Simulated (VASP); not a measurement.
# Cd (P6_3/mmc) in VASP: further runs

The runs below take Cd through single point, with r2SCAN.

Program: VASP 6.6.1. These are calculated values, not measurements. Logs are shortened: lines on timing, memory, paths and dates and some standing lists are left out, and cuts for length are marked.

## 1. The cell of the first run

The structure is hexagonal, space group P6_3/mmc (No. 194). The conventional cell has a = 2.962 Å, b = 2.962 Å, c = 5.681 Å, α = 90.00°, β = 90.00°, γ = 120.00°. Within 3.9 Å of Cd (site symmetry -6m2) lie 12 Cd at 2.96 to 3.32 Å.

## 2. Single point, r2SCAN (strain along c alone, the other axes held: -2.0 %)

Contents of POSCAR:

```
Cd
1.0
    2.9617840135      0.0000000000      0.0000000000
   -1.4808920068      2.5649801962      0.0000000000
    0.0000000000      0.0000000000      5.6810847146
Cd
2
Direct
    0.3333333333      0.6666666667      0.2500000000
    0.6666666667      0.3333333333      0.7500000000
```

Contents of INCAR.step1:

```
PREC     = Accurate       # precision mode
ENCUT    = 520            # plane-wave cutoff, eV
ISMEAR   = 0              # smearing method
SIGMA    = 0.1            # smearing width, eV
LREAL    = False          # projectors in reciprocal space
LASPH    = True           # aspherical terms in the spheres
NELM     = 80             # most SCF steps
NBANDS   = 19             # bands
GGA      = PE             # functional
ALGO     = Normal         # electronic algorithm
EDIFF    = 1E-4           # SCF threshold, eV
LWAVE    = True           # write WAVECAR
LCHARG   = False          # write CHGCAR
```

Contents of INCAR.step2:

```
PREC     = Accurate       # precision mode
ENCUT    = 520            # plane-wave cutoff, eV
EDIFF    = 1E-6           # SCF threshold, eV
ISMEAR   = 0              # smearing method
SIGMA    = 0.1            # smearing width, eV
LREAL    = False          # projectors in reciprocal space
LASPH    = True           # aspherical terms in the spheres
NELM     = 80             # most SCF steps
ALGO     = Normal         # electronic algorithm
ISIF     = 2              # what is computed and relaxed
LWAVE    = False          # write WAVECAR
LCHARG   = False          # write CHGCAR
METAGGA  = R2SCAN         # meta-GGA
LMIXTAU  = True         
NBANDS   = 19             # bands
ISTART   = 1
```

Contents of KPOINTS:

```
Automatic mesh
0
Gamma
  24 24 10
```

Potentials or basis: VASP PAW PBE potentials, release 64 (Cd).

Launch:

```
$ cat potpaw_PBE.64/Cd/POTCAR > POTCAR
$ cp INCAR.step1 INCAR
$ mpirun -np 1 vasp_std > vasp.out
$ cp INCAR.step2 INCAR
$ mpirun -np 1 vasp_std > vasp.out
```

OUTCAR:

```text
PREC = Accurate
   ENCUT = 520
   EDIFF = 1E-6
   ISMEAR = 0
   LREAL = False
   LASPH = True
   NELM = 80
   ISIF = 2
   METAGGA = R2SCAN
   ISTART = 1

 ion  position               nearest neighbor table
   1  0.333  0.667  0.250-   2 3.32   2 3.32   2 3.32   2 3.32   2 3.32   2 3.32
   2  0.667  0.333  0.750-   1 3.32   1 3.32   1 3.32   1 3.32   1 3.32   1 3.32

  LATTYP: Found a hexagonal cell.
 ALAT       =     2.9617840135
 C/A-ratio  =     1.9181293061

  Lattice vectors:

 A1 = (   2.9617840135,   0.0000000000,   0.0000000000)
 A2 = (  -1.4808920068,   2.5649801962,   0.0000000000)
 A3 = (   0.0000000000,   0.0000000000,   5.6810847146)

Analysis of symmetry for initial positions (statically):
=====================================================================
 Subroutine PRICEL returns:
 Original cell was already a primitive cell.

 Routine SETGRP: Setting up the symmetry group for a
 hexagonal supercell.

 Subroutine GETGRP returns: Found 24 space group operations
 (whereof 12 operations were pure point group operations)
 out of a pool of 24 trial point group operations.

The static configuration has the point symmetry D_3d.
 The point group associated with its full space group is D_6h.

Analysis of symmetry for dynamics (positions and initial velocities):
=====================================================================
 Subroutine PRICEL returns:
 Original cell was already a primitive cell.

 Routine SETGRP: Setting up the symmetry group for a
 hexagonal supercell.

 Subroutine GETGRP returns: Found 24 space group operations
 (whereof 12 operations were pure point group operations)
 out of a pool of 24 trial point group operations.

The dynamic configuration has the point symmetry D_3d.
 The point group associated with its full space group is D_6h.

 Subroutine INISYM returns: Found 24 space group operations
 (whereof 12 operations are pure point group operations),
 and found     1 'primitive' translations

----------------------------------------------------------------------------------------

                                     Primitive cell

  volume of cell :      43.1587

  direct lattice vectors                    reciprocal lattice vectors
     2.961784013  0.000000000  0.000000000     0.337634343  0.194933279  0.000000000
    -1.480892007  2.564980196  0.000000000     0.000000000  0.389866558  0.000000000
     0.000000000  0.000000000  5.681084715     0.000000000  0.000000000  0.176022723

  length of vectors
     2.961784013  2.961784014  5.681084715     0.389866558  0.389866558  0.176022723

  position of ions in fractional coordinates (direct lattice)
     0.333333333  0.666666667  0.250000000
     0.666666667  0.333333333  0.750000000

  ion indices of the primitive-cell ions
   primitive index   ion index
                 1           1
                 2           2

----------------------------------------------------------------------------------------

 KPOINTS: Automatic mesh

Automatic generation of k-mesh.
 Grid dimensions read from file:
 generate k-points for:   24   24   10

 Generating k-lattice:

  Cartesian coordinates                     Fractional coordinates (reciprocal lattice)
     0.014068098  0.008122220  0.000000000     0.041666667  0.000000000  0.000000000
     0.000000000  0.016244440  0.000000000     0.000000000  0.041666667  0.000000000
     0.000000000  0.000000000  0.017602272     0.000000000  0.000000000  0.100000000

  Length of vectors
     0.016244440  0.016244440  0.017602272

  Shift w.r.t. Gamma in fractional coordinates (k-lattice)
     0.000000000  0.000000000  0.000000000

 Subroutine IBZKPT returns following result:
 ===========================================

 Found    366 irreducible k-points:

 Following reciprocal coordinates:
            Coordinates               Weight
  0.000000  0.000000  0.000000      1.000000
  0.041667  0.000000  0.000000      6.000000
  0.083333 -0.000000  0.000000      6.000000
  0.125000 -0.000000  0.000000      6.000000
  0.166667  0.000000  0.000000      6.000000
  0.208333  0.000000  0.000000      6.000000
[... 16 lines left out ...]
  0.416667  0.041667  0.000000     12.000000
  0.458333  0.041667  0.000000     12.000000
 [... further k-points ...]
   k-points           NKPTS =    366   k-points in BZ     NKDIM =    366   number of bands    NBANDS=     19
   number of dos      NEDOS =    301   number of ions     NIONS =      2
   total plane-waves  NPLWV =  24192
   dimension x,y,z NGX =    24 NGY =   24 NGZ =   42
   dimension x,y,z NGXF=    48 NGYF=   48 NGZF=   84
   ions per type =               2
   NGX,Y,Z   is equivalent  to a cutoff of  13.47, 13.47, 12.29 a.u.
   NGXF,Y,Z  is equivalent  to a cutoff of  26.94, 26.94, 24.58 a.u.
 SYSTEM =  unknown system
   PREC   = accura    normal or accurate (medium, high low for compatibility)
   ISTART =      1    job   : 0-new  1-cont  2-samecut
   ICHARG =      0    charge: 1-file 2-atom 10-const
   ISPIN  =      1    spin polarized calculation?
   LNONCOLLINEAR =      F non collinear calculations
   LSORBIT =      F    spin-orbit coupling
   LASPH  =      T    aspherical Exc in radial PAW
   ENCUT  =  520.0 eV  38.22 Ry    6.18 a.u.   5.51  5.51 10.56*2*pi/ulx,y,z
   NELM   =     80;   NELMIN=  2; NELMDL=  0     # of ELM steps
   EDIFF  = 0.1E-05   stopping-criterion for ELM
   LREAL  =      F    real-space projection
   EDIFFG = 0.1E-04   stopping-criterion for IOM
   NSW    =      0    number of steps for IOM
   IBRION =     -1    ionic relax: 0-MD 1-quasi-New 2-CG
   NFREE  =      0    steps in history (QN), initial steepest desc. (CG)
   ISIF   =      2    stress and relaxation
   ISYM   =      2    0-nonsym 1-usesym 2-fastsym
   POTIM  = 0.5000    time-step for ionic-motion
   TEBEG  =    0.0;   TEEND  =   0.0 temperature during run
   PSTRESS=    0.0 pullay stress
   NELECT =      24.0000    total number of electrons
   NUPDOWN=      -1.0000    fix difference up-down
   EMIN   =  10.00;   EMAX   =-10.00  energy-range for DOS
   EFERMI =   0.00;   METHOD = LEGACY
   ISMEAR =     0;   SIGMA  =   0.10  broadening in eV -4-tet -1-fermi 0-gaus
   EFERMI_NEDOS =   21; number of points for ismear=-14 and -15
   IALGO  =     38    algorithm
   IMIX   =      4    mixing-type and parameters
     AMIX     =   0.40;   BMIX     =  1.00
     AMIX_MAG =   1.60;   BMIX_MAG =  1.00
  volume/ion in A,a.u.               =      21.58       145.62
  Fermi-wavevector in a.u.,A,eV,Ry     =   1.346240  2.544024 24.658669  1.812361
  Thomas-Fermi vector in A             =   2.474088
   LORBIT       =      0    0 simple, 1 ext, 2 COOP (PROOUT), +10 PAW based schemes
   METAGGA = R2SCAN    functional components
   LHFCALC =     F    Hartree Fock is set to
   AEXX    =    0.0000 exact exchange contribution
   IVDW    =     0    specifies the selected vdW correction
   LEPSILON=     F    determine dielectric tensor
   LRPA    =     F    only Hartree local field effects (RPA)
 non-spin polarized calculation
 Gauss-broadening in eV      SIGMA  =   0.10
  energy-cutoff  :      520.00
  volume of cell :       43.16
 maximum number of plane-waves:      1191
 NGX is ok and might be reduce to    24
   NGX = 11   NGY = 11   NGZ = 21

 number of electron      23.9999993 magnetization

 Free energy of the ion-electron system (eV)
  ---------------------------------------------------
  ext. energy  EPLUGINS =         0.00000000
  ---------------------------------------------------
  free energy    TOTEN  =       -40.19793039 eV

  energy without entropy =      -40.19617461  energy(sigma->0) =      -40.19705250

 E-fermi :   2.9447     XC(G=0): -11.8033

 val. band max:        2.9353541032   @ k =   0.3750   0.2500   0.4000
 cond. band min:       2.9490920443   @ k =   0.1667   0.0000   0.2000
 fundamental gap:      0.0137379411
 Fermi energy:         2.9446613608

 k-point     1 :       0.0000    0.0000    0.0000
  band No.  band energies     occupation
      1      -7.4674      2.00000
      2      -7.2109      2.00000
      3      -6.7690      2.00000
      4      -6.7690      2.00000
      5      -6.7209      2.00000
      6      -6.7209      2.00000
[... 11 lines left out ...]
     18      18.9243      0.00000
     19      19.4276      0.00000

 k-point     2 :       0.0417    0.0000    0.0000
  band No.  band energies     occupation
      1      -7.4472      2.00000
      2      -7.1908      2.00000
      3      -6.7770      2.00000
      4      -6.7518      2.00000
      5      -6.7282      2.00000
      6      -6.7042      2.00000
[... 11 lines left out ...]
     18      18.4204      0.00000
     19      19.7448      0.00000

 k-point     3 :       0.0833   -0.0000    0.0000
  band No.  band energies     occupation
      1      -7.3911      2.00000
      2      -7.1387      2.00000
      3      -6.7980      2.00000
      4      -6.7478      2.00000
      5      -6.7010      2.00000
      6      -6.6551      2.00000
[... 11 lines left out ...]
     18      18.0518      0.00000
     19      19.9637      0.00000

 k-point     4 :       0.1250   -0.0000    0.0000
  band No.  band energies     occupation
      1      -7.3151      2.00000
      2      -7.0767      2.00000
      3      -6.8309      2.00000
      4      -6.7606      2.00000
      5      -6.6193      2.00000
      6      -6.5760      2.00000
[... 11 lines left out ...]
     18      17.9382      0.00000
     19      19.2229      0.00000

 k-point     5 :       0.1667    0.0000    0.0000
  band No.  band energies     occupation
      1      -7.2569      2.00000
      2      -7.0255      2.00000
      3      -6.8713      2.00000
      4      -6.7294      2.00000
      5      -6.5111      2.00000
      6      -6.4714      2.00000
[... 11 lines left out ...]
     18      17.5162      0.00000
     19      17.7440      0.00000
[... 334 lines left out ...]
      2      -7.2650      2.00000
      3      -7.0314      2.00000
      4      -6.6360      2.00000
      5      -6.5414      2.00000
      6      -6.4475      2.00000
[... 11 lines left out ...]
     18      16.9638      0.00000
     19      17.1133      0.00000

 k-point    22 :       0.3750    0.0417    0.0000
  band No.  band energies     occupation
      1      -7.5212      2.00000
      2      -7.3241      2.00000
      3      -7.1137      2.00000
      4      -6.6857      2.00000
      5      -6.4761      2.00000
      6      -6.4747      2.00000
[... 11 lines left out ...]
     18      16.5665      0.00000
     19      16.9891      0.00000

 k-point    23 :       0.4167    0.0417    0.0000
  band No.  band energies     occupation
      1      -7.5621      2.00000
      2      -7.3658      2.00000
      3      -7.1698      2.00000
      4      -6.7206      2.00000
      5      -6.4935      2.00000
      6      -6.4307      2.00000
[... 11 lines left out ...]
     18      16.2893      0.00000
     19      16.9088      0.00000

 k-point    24 :       0.4583    0.0417    0.0000
  band No.  band energies     occupation
      1      -7.5834      2.00000
      2      -7.3873      2.00000
      3      -7.1982      2.00000
      4      -6.7387      2.00000
      5      -6.5031      2.00000
      6      -6.4073      2.00000
[... 11 lines left out ...]
     18      16.1475      0.00000
     19      16.8689      0.00000

 [... further k-points ...]
[... 5 lines left out ...]
  --------------------------------------------------------------------------------------
  -------------------------------------------------------------------------------------
  Total        0.3330882      0.3330882      0.2996091     -0.0000000     -0.0000000      0.0000000
  in kB       12.3652000     12.3652000     11.1223595     -0.0000000     -0.0000000      0.0000000
  external PRESSURE =      11.9509198 kB  Pullay stress =       0.0000000 kB

 VOLUME and BASIS-vectors are now :
 -----------------------------------------------------------------------------
  energy-cutoff  :      520.00
  volume of cell :       43.16
      direct lattice vectors                 reciprocal lattice vectors
     2.961784013  0.000000000  0.000000000     0.337634343  0.194933279  0.000000000
    -1.480892007  2.564980196  0.000000000     0.000000000  0.389866558  0.000000000
     0.000000000  0.000000000  5.681084715     0.000000000  0.000000000  0.176022723

 POSITION                                       TOTAL-FORCE (eV/Angst)
 -----------------------------------------------------------------------------------
     -0.00000      1.70999      1.42027         0.000000     -0.000000      0.000000
      1.48089      0.85499      4.26081        -0.000000      0.000000     -0.000000
 -----------------------------------------------------------------------------------
    total drift:                               -0.000000      0.000000      0.000000

  FREE ENERGIE OF THE ION-ELECTRON SYSTEM (eV)
  ---------------------------------------------------
  free  energy   TOTEN  =       -40.1979303948 eV

  energy  without entropy=      -40.1961746140  energy(sigma->0) =      -40.19705250
```

Wall time 9.1 min (1 thread of Intel Xeon 8259CL, shared host); peak memory 0.36 GiB.

What came out:

| Property | Result |
| --- | --- |
| Free energy | -40.1979 eV |
| Pressure | 1.2 GPa |
| Band gap on the k mesh | zero (bands 12 and 13 overlap by 4.62 eV) |

Levels at points of the mesh, in eV from the Fermi level:
| k point | band 9 | band 10 | band 11 | band 12 | band 13 | band 14 | band 15 | band 16 |
| --- | --- | --- | --- | --- | --- | --- | --- | --- |
| (0.00, 0.00, 0.00) | -9.16 | -8.92 | -8.92 | -3.37 | -3.15 | 10.55 | 15.09 | 15.28 |
| (0.50, 0.00, 0.00) | -8.61 | -8.59 | -2.39 | -1.82 | 2.00 | 3.23 | 3.33 | 5.51 |
| (0.00, 0.00, 0.50) | -9.03 | -9.03 | -7.68 | -7.68 | 3.61 | 3.61 | 15.58 | 15.58 |
| (0.50, 0.00, 0.50) | -8.60 | -8.60 | -1.62 | -1.62 | 0.25 | 0.25 | 8.37 | 8.37 |

Caveat: the cell differs from its parent crystal (strain along c alone, the other axes held: -2.0 %); the PAW data sets were made with another functional, which shifts forces and pressure a little.

(Part 1 of 2 ends here.)

The gap in the log of VASP goes by the Fermi energy; the results here count the filled bands.